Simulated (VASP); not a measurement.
Write the native input for VASP 6.6.1 that does the following.

```
Task                   : single point
Functional             : PBE
Potentials or basis    : VASP PAW PBE potentials, release 64 (Cr_pv, O)
Cutoff                 : 520 eV
k mesh                 : 14 × 14 × 6
Occupations            : gaussian, width 0.05 eV
Spin                   : collinear spin, ferromagnetic start
Starting moments       : [1.92, 0.0, 0.0] μB
Dipole correction      : no
Further INCAR settings : ALGO = Normal; EDIFF = 1e-06; NBANDS = 23
```

The structure of CrO2 lies in POSCAR:

```
CrO2
1.0
    2.8902678046      0.0000000000      0.0000000000
   -1.4451339023      2.5030453425      0.0000000000
    0.0000000000      0.0000000000      5.0795548575
Cr O
1 2
Direct
    0.0000000000      0.0000000000      0.0000000000
    0.3333333333      0.6666666667      0.1868879690
    0.6666666667      0.3333333333      0.8131120310
```

One way to write it, as run:

INCAR

```
PREC = Accurate
ENCUT = 520
EDIFF = 1E-6
ISMEAR = 0
SIGMA = 0.05
LREAL = False
LASPH = True
NELM = 150
ALGO = Normal
ISIF = 2
LWAVE = False
LCHARG = True
ISPIN = 2
MAGMOM = 1.92 0 0
LORBIT = 11
LMAXMIX = 4
GGA = PE
LELF = True
LVHAR = True
NBANDS = 23
```

KPOINTS

```
Automatic mesh
0
Gamma
  14 14 6
```

Potentials or basis: VASP PAW PBE potentials, release 64 (Cr_pv, O).

Launch:

```sh
$ cat potpaw_PBE.64/Cr_pv/POTCAR potpaw_PBE.64/O/POTCAR > POTCAR
$ mpirun -np 1 vasp_std > vasp.out
```

Results of the run:

```json
{"Pressure": "1.1 GPa", "Largest force": "0.073 eV/Å", "Band gap on the k mesh": "zero (filled and empty bands overlap)", "Net moment": "2.00 μB per cell", "Site moments": "Cr +2.07; O -0.06 μB", "Valence electrons inside the program's atomic spheres": "Cr 10.87; O 5.00"}
```

Caveat: an empty level that is flat over the whole mesh can mark a ghost state of the potentials, or a narrow d or f band; a cell with one magnetic atom can't hold antiferromagnetic order, which such compounds often take; semilocal functionals often make such compounds metallic where correlation or magnetic order opens a gap, which also shifts bond lengths.

It took 5.3 min on 1 thread of Intel Xeon 8259CL, on a shared host, peak memory 0.29 GiB.
